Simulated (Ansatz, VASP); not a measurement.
**One calculation of BaZrP, two programs**

INCAR

```
ALGO = Normal ; EDIFF = 1E-7
ENCUT = 520 ; GGA = PE
ISIF = 2 ; ISMEAR = 0
ISPIN = 2 ; LASPH = True
LCHARG = False ; LMAXMIX = 4
LORBIT = 11 ; LREAL = False
LWAVE = False ; MAGMOM = 0 1 0
NBANDS = 24 ; NELM = 150
PREC = Accurate ; SIGMA = 0.1
```

KPOINTS

```
k-points
0
Gamma
  6 6 4
```

The input POSCAR:

```
BaZrP
1.0
    4.4795533577      0.0000000000      0.0000000000
   -2.2397766789      3.8794070054      0.0000000000
    0.0000000000      0.0000000000      5.1782470293
Ba Zr P
1 1 1
Direct
    0.6666666667      0.3333333333      0.0000000000
    0.0000000000      0.0000000000      0.5000000000
    0.3333333333      0.6666666667      0.5000000000
```

Input for Ansatz:

```yaml
crystal:
  lattice:
    - [4.4795533577, 0.0, 0.0]
    - [-2.2397766789, 3.8794070054, 0.0]
    - [0.0, 0.0, 5.1782470293]
  atoms:
    - { symbol: Ba, position: [0.6666666667, 0.3333333333, 0.0] }
    - { symbol: Zr, position: [0.0, 0.0, 0.5], spin: 1.0 }
    - { symbol: P, position: [0.3333333333, 0.6666666667, 0.5] }
basis:
  ecutwfc: 420
kpoints:
  mp_grid: { grid: [6, 6, 4] }
hamiltonian:
  xc: pbe
scf:
  occupations: { method: gaussian, width: 0.1 }
  lower_state_search: "off"
output:
  forces: true
  stress: true
  eigenvalues: true
  populations: true
magnetization:
  spin_polarized: true
```

Change from the starting cell: species swapped into the TbZnSi type (P-6m2, No. 187).

Alike in both runs: task single point; functional PBE; k mesh 6 × 6 × 4; occupations gaussian, width 0.1 eV; collinear spin.

```csv
,VASP,Ansatz
version,VASP 6.6.1,Ansatz 0.2.0
potentials or method,"VASP PAW PBE potentials, release 64 (Ba_sv, Zr_sv, P), cutoff 520 eV","scalar-relativistic, plane waves, PAW"
valence electrons in the cell,27,27
```

|  | VASP | Ansatz | Ansatz less VASP |
| --- | --- | --- | --- |
| gap on the k mesh at the Fermi level (eV) | none | none | - |
| pressure (GPa) | 0.4 | 0.3 | -0.10 |
| traceless stress, the component that is largest in VASP (GPa) | 0.19 | -0.75 | -0.938 |
| net moment per atom (μB) | 0.03 | 0.46 | +0.432 |
| size of the moment on the site where the two differ most (μB) | 0.05 | 0.57 | +0.514 |

The net moments are unlike, so the other rows may belong to different states. Site moments also hang on the region over which each program counts them. A gap of «none» marks a metal or a gap that the smearing closes.

Spin-orbit coupling is off throughout.
